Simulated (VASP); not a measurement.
# As (Im-3m) in VASP: further runs

The runs below take As through relaxation of cell and atoms, single point, with PBE.

Program: VASP 6.6.1. These are calculated values, not measurements. Logs are shortened: lines on timing, memory, paths and dates and some standing lists are left out, and cuts for length are marked.

### 1 The cell of the first run

Symmetry: Im-3m, No. 229, cubic system. The conventional cell has a = 3.132 Å, b = 3.132 Å, c = 3.132 Å, α = 90.00°, β = 90.00°, γ = 90.00°. Within 3.6 Å of As (site symmetry m-3m) lie 14 As at 2.71 to 3.13 Å.

### 2 Relaxation of cell and atoms, PBE, target pressure 30 GPa, at which the enthalpy is minimised

Contents of INCAR:

```
PREC = Accurate
ENCUT = 600
EDIFF = 1E-6
ISMEAR = -1
SIGMA = 0.1
LREAL = F
LASPH = T
NELM = 60
ALGO = Normal
ISIF = 3
LWAVE = F
LCHARG = F
GGA = PE
IBRION = 2
NSW = 60
EDIFFG = -0.005
PSTRESS = 300.0
```

Contents of KPOINTS:

```
Automatic mesh
0
Gamma
  17 17 17
```

Contents of POSCAR:

```
As
1.0
   -1.5660249109      1.5660249109      1.5660249109
    1.5660249109     -1.5660249109      1.5660249109
    1.5660249109      1.5660249109     -1.5660249109
As
1
Direct
    0.0000000000      0.0000000000      0.0000000000
```

Potentials or basis: VASP PAW PBE potentials, release 64 (As).

Command:

```sh
$ cat potpaw_PBE.64/As/POTCAR > POTCAR
$ mpirun -np 1 vasp_std > vasp.out
```

OUTCAR:

```text
PREC = Accurate
   ENCUT = 600
   EDIFF = 1E-6
   ISMEAR = -1
   LREAL = F
   LASPH = T
   NELM = 60
   ISIF = 3
   GGA = PE
   IBRION = 2
   NSW = 60
   EDIFFG = -0.005
   PSTRESS = 300.0

 ion  position               nearest neighbor table
   1  0.000  0.000  0.000-

  LATTYP: Found a body centered cubic cell.
 ALAT       =     3.1320498218

  Lattice vectors:

 A1 = (  -1.5660249109,   1.5660249109,   1.5660249109)
 A2 = (   1.5660249109,  -1.5660249109,   1.5660249109)
 A3 = (   1.5660249109,   1.5660249109,  -1.5660249109)

Analysis of symmetry for initial positions (statically):
=====================================================================
 Subroutine PRICEL returns:
 Original cell was already a primitive cell.

 Routine SETGRP: Setting up the symmetry group for a
 body centered cubic supercell.

 Subroutine GETGRP returns: Found 48 space group operations
 (whereof 48 operations were pure point group operations)
 out of a pool of 48 trial point group operations.

The static configuration has the point symmetry O_h .

Analysis of symmetry for dynamics (positions and initial velocities):
=====================================================================
 Subroutine PRICEL returns:
 Original cell was already a primitive cell.

 Routine SETGRP: Setting up the symmetry group for a
 body centered cubic supercell.

 Subroutine GETGRP returns: Found 48 space group operations
 (whereof 48 operations were pure point group operations)
 out of a pool of 48 trial point group operations.

The dynamic configuration has the point symmetry O_h .

 Subroutine INISYM returns: Found 48 space group operations
 (whereof 48 operations are pure point group operations),
 and found     1 'primitive' translations

----------------------------------------------------------------------------------------

                                     Primitive cell

  volume of cell :      15.3623

  direct lattice vectors                    reciprocal lattice vectors
    -1.566024911  1.566024911  1.566024911     0.000000000  0.319279723  0.319279723
     1.566024911 -1.566024911  1.566024911     0.319279723  0.000000000  0.319279723
     1.566024911  1.566024911 -1.566024911     0.319279723  0.319279723  0.000000000

  length of vectors
     2.712434712  2.712434712  2.712434712     0.451529715  0.451529715  0.451529715

  position of ions in fractional coordinates (direct lattice)
[... 81 lines left out ...]
   IBRION =      2    ionic relax: 0-MD 1-quasi-New 2-CG
   NFREE  =      1    steps in history (QN), initial steepest desc. (CG)
   ISIF   =      3    stress and relaxation
   ISYM   =      2    0-nonsym 1-usesym 2-fastsym
   POTIM  = 0.5000    time-step for ionic-motion
   TEBEG  =    0.0;   TEEND  =   0.0 temperature during run
   PSTRESS=  300.0 pullay stress
   NELECT =       5.0000    total number of electrons
   NUPDOWN=      -1.0000    fix difference up-down
   EMIN   =  10.00;   EMAX   =-10.00  energy-range for DOS
   EFERMI =   0.00;   METHOD = LEGACY
   ISMEAR =    -1;   SIGMA  =   0.10  broadening in eV -4-tet -1-fermi 0-gaus
   EFERMI_NEDOS =   21; number of points for ismear=-14 and -15
   IALGO  =     38    algorithm
   IMIX   =      4    mixing-type and parameters
     AMIX     =   0.40;   BMIX     =  1.00
     AMIX_MAG =   1.60;   BMIX_MAG =  1.00
  volume/ion in A,a.u.               =      15.36       103.67
  Fermi-wavevector in a.u.,A,eV,Ry     =   1.126107  2.128033 17.253767  1.268116
  Thomas-Fermi vector in A             =   2.262787
   LORBIT       =      0    0 simple, 1 ext, 2 COOP (PROOUT), +10 PAW based schemes
   GGA     = PE    functional components
   LHFCALC =     F    Hartree Fock is set to
   AEXX    =    0.0000 exact exchange contribution
   IVDW    =     0    specifies the selected vdW correction
   LEPSILON=     F    determine dielectric tensor
   LRPA    =     F    only Hartree local field effects (RPA)
 conjugate gradient relaxation of ions
 non-spin polarized calculation
  energy-cutoff  :      600.00
  volume of cell :       15.36
 maximum number of plane-waves:       533
 NGX is ok and might be reduce to    24
   NGX = 11   NGY = 11   NGZ = 11

--------------------------------------- Ionic step        1  -------------------------------------------

 number of electron       5.0000000 magnetization

 Free energy of the ion-electron system (eV)
  ---------------------------------------------------
  ext. energy  EPLUGINS =         0.00000000
  ---------------------------------------------------
  free energy    TOTEN  =        -3.96993508 eV

  energy without entropy =       -3.95393373  energy(sigma->0) =       -3.96193441

------------------------ aborting loop because EDIFF is reached ----------------------------------------

  FORCE on cell =-STRESS in cart. coord.  units (eV):
  Direction    XX          YY          ZZ          XY          YZ          ZX
  --------------------------------------------------------------------------------------
  -------------------------------------------------------------------------------------
  Total        2.6821352      2.6821352      2.6821352      0.0000000      0.0000000      0.0000000
  in kB      279.7275558    279.7275558    279.7275558      0.0000000      0.0000000      0.0000000
  external PRESSURE =     -20.2724442 kB  Pullay stress =     300.0000000 kB
[... 61 lines left out ...]
--------------------------------------- Ionic step        3  -------------------------------------------

 number of electron       5.0000000 magnetization

 Free energy of the ion-electron system (eV)
  ---------------------------------------------------
  ext. energy  EPLUGINS =         0.00000000
  ---------------------------------------------------
  free energy    TOTEN  =        -3.94132467 eV

  energy without entropy =       -3.92578169  energy(sigma->0) =       -3.93355318

 E-fermi :   9.3074     XC(G=0): -11.7932

 val. band max:        9.2989017710   @ k =  -0.4706  -0.4706   0.1176
 cond. band min:       9.3312822286   @ k =  -0.2941   0.4118   0.0588
 fundamental gap:      0.0323804577
 Fermi energy:         9.3074182958

 k-point     1 :       0.0000    0.0000    0.0000
  band No.  band energies     occupation
      1      -8.0476      2.00000
      2      17.2966      0.00000
      3      17.2966      0.00000
      4      17.2966      0.00000
      5      23.4516      0.00000
      6      23.4516      0.00000
[... 199 lines left out ...]
 k-point    24 :       0.1765    0.1765    0.0000
  band No.  band energies     occupation
      1      -5.2359      2.00000
      2       8.2033      1.99997
      3      10.3781      0.00004
      4      14.2975      0.00000
      5      20.5227      0.00000
      6      21.8353      0.00000

 [... further k-points ...]
[... 5 lines left out ...]
  --------------------------------------------------------------------------------------
  -------------------------------------------------------------------------------------
  Total        2.8476893      2.8476893      2.8476893      0.0000000      0.0000000     -0.0000000
  in kB      300.0843888    300.0843888    300.0843888      0.0000000      0.0000000     -0.0000000
  external PRESSURE =       0.0843888 kB  Pullay stress =     300.0000000 kB
[... 20 lines left out ...]
  energy  without entropy=       -3.9257816948  energy(sigma->0) =       -3.93355318

  enthalpy is  TOTEN    =        -1.0944361711 eV   P V=        2.8468884962

 reached required accuracy - stopping structural energy minimisation
```

It took 12 s on 1 thread of Intel Xeon Platinum 8488C (Sapphire Rapids), shared host; peak memory 0.16 GiB.

What came out:

```
Free energy                                            : -3.9413 eV
Relaxed volume                                         : 15.20 Å³/atom
Relaxed cell                                           : a = 2.703 Å, b = 2.703 Å, c = 2.703 Å, α = 109.47°, β = 109.47°, γ = 109.47°
Space group after relaxing (to 0.05 Å)                 : Im-3m (No. 229)
Energy change on relaxing (the enthalpy is what falls) : +28.6 meV/atom
Ionic steps                                            : 3
Pressure after relaxing                                : 30.0 GPa
```

Step by step:
```csv
step,energy change (eV),largest force (eV/Å),pressure (GPa),volume (Å³)
1,0.0000,0.0000,27.97,15.36
2,0.0822,0.0000,33.72,14.93
3,0.0286,0.0000,30.01,15.20
```

Final structure:
```yaml
crystal:
  lattice:
    - [-1.56063, 1.56063, 1.56063]
    - [1.56063, -1.56063, 1.56063]
    - [1.56063, 1.56063, -1.56063]
  atoms:
    - { symbol: As, position: [0.00000, 0.00000, 0.00000] }
```

Levels at points of the mesh, in eV from the Fermi level:
```tsv
k point	band 1	band 2	band 3	band 4	band 5	band 6
(0.00, 0.00, 0.00)	-17.36	7.99	7.99	7.99	14.14	14.14
```

Caveat: the cell is relaxed towards a set pressure, so the enthalpy falls and the energy may rise.

### 3 Single point, PBE

This run uses another cell than the first one, of 15.16 Å³/atom, 0.987 times its volume.

Contents of INCAR:

```
SYSTEM = As
PREC = Accurate
ENCUT = 520
EDIFF = 1E-7
ISMEAR = -1
SIGMA = 0.1
LREAL = .False.
LASPH = .True.
NELM = 100
ALGO = Normal
ISIF = 2
LWAVE = .False.
LCHARG = .True.
GGA = PE
LELF = .True.
LVHAR = .True.
NBANDS = 8
```

Contents of KPOINTS:

```
Automatic mesh
0
Gamma
  17 17 17
  0 0 0
```

Contents of POSCAR:

```
As
1.0
   -1.5592465376      1.5592465376      1.5592465376
    1.5592465376     -1.5592465376      1.5592465376
    1.5592465376      1.5592465376     -1.5592465376
As
1
Direct
    0.0000000000      0.0000000000      0.0000000000
```

Potentials or basis: VASP PAW PBE potentials, release 64 (As).

Command:

```sh
$ cat potpaw_PBE.64/As/POTCAR > POTCAR
$ mpirun -np 1 vasp_std > vasp.out
```

It took 13 s on 1 thread of Intel Xeon 8259CL, shared host; peak memory 0.13 GiB.

The run converged. Its results:

| Quantity | Value |
| --- | --- |
| Free energy | -3.9336 eV |
| Pressure | 30.5 GPa |

Levels at points of the mesh, in eV from the Fermi level:
```csv
k point,band 1,band 2,band 3,band 4,band 5,band 6,band 7,band 8
"(0.00, 0.00, 0.00)",-17.38,8.02,8.02,8.02,14.16,14.16,14.16,17.16
```

### 4 Relaxation of cell and atoms, PBE, target pressure 30 GPa, at which the enthalpy is minimised

This run uses another cell than the first one, of 15.16 Å³/atom, 0.987 times its volume.

Contents of INCAR:

```
  PREC = Accurate
  ENCUT = 600
  EDIFF = 1E-7
  ISMEAR = -1
  SIGMA = 0.1
  LREAL = F
  LASPH = T
  NELM = 60
  ALGO = Normal
  ISIF = 3
  LWAVE = F
  LCHARG = F
  GGA = PE
  IBRION = 2
  NSW = 32
  EDIFFG = -0.005
  PSTRESS = 300.0
```

Contents of KPOINTS:

```
regular mesh
0
Gamma
  17 17 17
```

POSCAR is that of step 3.

Command:

```sh
$ cat potpaw_PBE.64/As/POTCAR > POTCAR
$ mpirun -np 1 vasp_std > vasp.out
```

Wall time 44 s (1 thread of Intel Xeon 8259CL, shared host); peak memory 0.16 GiB.

It converged, with:

* Free energy: -3.9412 eV
* Relaxed volume: 15.20 Å³/atom
* Relaxed cell: a = 2.703 Å, b = 2.703 Å, c = 2.703 Å, α = 109.47°, β = 109.47°, γ = 109.47°
* Space group after relaxing (to 0.05 Å): Im-3m (No. 229)
* Energy change on relaxing (the enthalpy is what falls): -7.5 meV/atom
* Ionic steps: 3
* Pressure after relaxing: 30.0 GPa

Step by step:
```tsv
step	energy change (eV)	largest force (eV/Å)	pressure (GPa)	volume (Å³)
1	0.0000	0.0000	30.54	15.16
2	-0.0209	0.0000	29.07	15.28
3	-0.0075	0.0000	30.01	15.20
```

Final structure:
```xyz
1
Lattice="-1.5606 1.5606 1.5606 1.5606 -1.5606 1.5606 1.5606 1.5606 -1.5606" Properties=species:S:1:pos:R:3 pbc="T T T"
As    0.0000    0.0000    0.0000
```

Levels at points of the mesh, in eV from the Fermi level:
| k point | band 1 | band 2 | band 3 | band 4 | band 5 | band 6 |
| --- | --- | --- | --- | --- | --- | --- |
| (0.00, 0.00, 0.00) | -17.36 | 7.99 | 7.99 | 7.99 | 14.14 | 14.14 |

Caveat: the cell is relaxed towards a set pressure, so the enthalpy falls and the energy may rise.

### 5 The runs side by side

```tsv
task	cell	cutoff (eV)	gap on the mesh (eV)	pressure (GPa)
relaxation of cell and atoms	relaxed to 30 GPa from a = 2.712 Å, angles 109.5°, 1 atom	600	none	30.0
single point	a = 2.701 Å, angles 109.5°, 1 atom	520	none	30.5
relaxation of cell and atoms	relaxed to 30 GPa from a = 2.701 Å, angles 109.5°, 1 atom	600	none	30.0
```

Alike in all rows: level PBE; potentials or basis VASP PAW PBE potentials, release 64 (As); no spin polarisation; k mesh 17 × 17 × 17; smearing fermi-dirac 0.1 eV.

Caveats: the cell is relaxed towards a set pressure, so the enthalpy falls and the energy may rise (some runs).

Total energies depend on the potentials used, so only differences within one code and one set of settings carry meaning.
